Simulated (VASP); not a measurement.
A run of VASP 6.6.1:

The input POSCAR:

```
ZnS
1.0
    5.4093000000      0.0000000000      0.0000000000
    0.0000000000     -5.4093000000      0.0000000000
    0.0000000000      0.0000000000     -5.4093000000
Zn S
4 4
Direct
   -0.0235922484      0.5113782637      0.5480690199
    0.4994894207     -0.0048514185      0.4828351640
    0.5276133233      0.4916188268     -0.0107460999
   -0.0168384391     -0.0119993889      0.0155522977
    0.7682276354      0.7989395638      0.7814299306
    0.2483946214      0.2238981265      0.7458777967
    0.2053486614      0.7296921477      0.1839744860
    0.7913570253      0.2613238789      0.2530074050
```

Contents of INCAR.step1:

```
ALGO = Normal
EDIFF = 1E-4
ENCUT = 520
GGA = PE
ISMEAR = 0
LASPH = True
LCHARG = False
LREAL = False
LWAVE = True
NBANDS = 46
NELM = 60
PREC = Accurate
SIGMA = 0.05
```

The input INCAR.step2:

```
ALGO = Normal
EDIFF = 1E-6
ENCUT = 520
ISIF = 2
ISMEAR = 0
ISTART = 1
LASPH = True
LCHARG = False
LMIXTAU = True
LREAL = False
LWAVE = False
METAGGA = R2SCAN
NBANDS = 46
NELM = 60
PREC = Accurate
SIGMA = 0.05
```

Contents of KPOINTS:

```
k-points
0
Gamma
  4 4 4
```

Potentials or basis: VASP PAW PBE potentials, release 64 (Zn, S).

Run with:

```bash
$ cat potpaw_PBE.64/Zn/POTCAR potpaw_PBE.64/S/POTCAR > POTCAR
$ cp INCAR.step1 INCAR
$ mpirun -np 1 vasp_std > vasp.out
$ cp INCAR.step2 INCAR
$ mpirun -np 1 vasp_std > vasp.out
```

Hardware: 1 thread of Oxide Virtual Turin-like Processor, with other jobs on the host.

Problem. How long does it take, and how much memory?

Solution. Run time: 14 min on 1 thread of Oxide Virtual Turin-like Processor (shared host), peak memory 0.34 GiB. Counts: k points 36.
